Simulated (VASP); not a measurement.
Runs of VASP 6.6.1 on Cd. The structure is that of space group Fd-3m (No. 227), or close to it. The cells are those of the table. This isn't the form of Cd at room conditions, which is hcp.

| cell | gap on the mesh (eV) | pressure (GPa) |
| --- | --- | --- |
| a = 4.297 Å, angles 60.0°, 2 atoms | none | 10.5 |
| a = 4.438 Å, angles 60.0°, 2 atoms | none | (a) |
| a = 4.731 Å, angles 60.0°, 2 atoms | none | 0.2 |
| a = 4.127 Å, angles 60.0°, 2 atoms | none | 20.8 |

Alike in all rows: task single point; level PBE; potentials or basis VASP PAW PBE potentials, release 64 (Cd); no spin polarisation; k mesh 12 × 12 × 12; cutoff (eV) 500; smearing fermi-dirac 0.1 eV.

Estimate the missing entries.

(a) 5.4.

Caveats: the cell stands under pressure (at least some runs).

A k mesh can miss the band edges, and the runs leave out spin-orbit coupling on Cd.

A gap of «none» marks levels without a gap at the run's occupations.
